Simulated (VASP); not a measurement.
A run of VASP 6.6.1 is set up as follows.

The input INCAR:

```
PREC = Accurate
ENCUT = 520
EDIFF = 1E-7
ISMEAR = -1
SIGMA = 0.05
LREAL = False
LASPH = True
NELM = 100
ALGO = Normal
ISIF = 2
LWAVE = False
LCHARG = False
GGA = PS
NBANDS = 15
```

Contents of KPOINTS:

```
regular mesh
0
Gamma
  14 14 14
```

Contents of POSCAR:

```
CaO
1.0
    0.0000000000      2.3835783342      2.3835783342
    2.3835783342      0.0000000000      2.3835783342
    2.3835783342      2.3835783342      0.0000000000
Ca O
1 1
Direct
    0.0000000000      0.0000000000      0.0000000000
    0.5000000000      0.5000000000      0.5000000000
```

Potentials or basis: VASP PAW PBE potentials, release 64 (Ca_sv, O).

The run is started by

```console
$ cat potpaw_PBE.64/Ca_sv/POTCAR potpaw_PBE.64/O/POTCAR > POTCAR
$ mpirun -np 1 vasp_std > vasp.out
```

(1) What does it give for the band gap on the k mesh?

(2) What does it give for the pressure?

Results:

(1) 3.52 eV (least direct gap 3.89 eV).

(2) 0.7 GPa.

Caveat: the PAW data sets were made with another functional, which shifts forces and pressure a little.
